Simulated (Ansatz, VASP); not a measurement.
# One calculation of BaS, two programs

Contents of INCAR:

```
SYSTEM = BaS
PREC = Accurate
ENCUT = 600
EDIFF = 1E-6
ISMEAR = -1
SIGMA = 0.08
LREAL = .False.
LASPH = .True.
NELM = 60
ALGO = Normal
ISIF = 3
LWAVE = .False.
LCHARG = .False.
GGA = CA
IBRION = 2
NSW = 100
EDIFFG = -0.005
```

Contents of KPOINTS:

```
regular mesh
0
Gamma
  9 9 9
  0 0 0
```

The input POSCAR:

```
BaS
1.0
    0.0000000000      3.2195088072      3.2195088072
    3.2195088072      0.0000000000      3.2195088072
    3.2195088072      3.2195088072      0.0000000000
Ba S
1 1
Direct
    0.0000000000      0.0000000000      0.0000000000
    0.2500000000      0.2500000000      0.2500000000
```

Input for Ansatz:

```yaml
crystal:
  lattice:
    - [0.0, 3.2195088072, 3.2195088072]
    - [3.2195088072, 0.0, 3.2195088072]
    - [3.2195088072, 3.2195088072, 0.0]
  atoms:
    - { symbol: Ba, position: [0.0, 0.0, 0.0] }
    - { symbol: S, position: [0.25, 0.25, 0.25] }
kpoints:
  mp_grid: { grid: [9, 9, 9] }
scf:
  occupations: { method: fermi_dirac, width: 0.08 }
  mixing: { preconditioner: local_kerker }
hamiltonian:
  xc: lda
  pseudopotentials: { kind: paw }
output:
  forces: true
  stress: true
relax:
  f_tol: 0.005
  max_steps: 80
  cell: {}
```

Alike in both runs: task relaxation of cell and atoms; functional LDA; k mesh 9 × 9 × 9; occupations fermi-dirac, width 0.08 eV; no spin polarisation.

|  | VASP | Ansatz |
| --- | --- | --- |
| version | VASP 6.6.1 | Ansatz 0.2.0 |
| potentials or method | VASP PAW LDA potentials, release 64 (Ba_sv, S) | PAW with Ansatz's default frozen-core files, scalar-relativistic |
| plane-wave cutoff (eV) | 600 | 420 |
| valence electrons in the cell | 16 | 16 |

VASP gave:

* relaxed volume (Å³/atom): 41.17
* relaxed cell length with the largest relative difference (Å): 4.883

Question: Which values does Ansatz return?

Answer: Relaxed volume (Å³/atom): 40.46; relaxed cell length with the largest relative difference (Å): 4.855.

LDA's correlation is that of Perdew and Zunger in VASP and of Perdew and Wang (1992) in Ansatz.

Neither program's run includes spin-orbit coupling. Noted on VASP's run: the volume moved by over 15 % at a fixed basis, so the end points are rough.
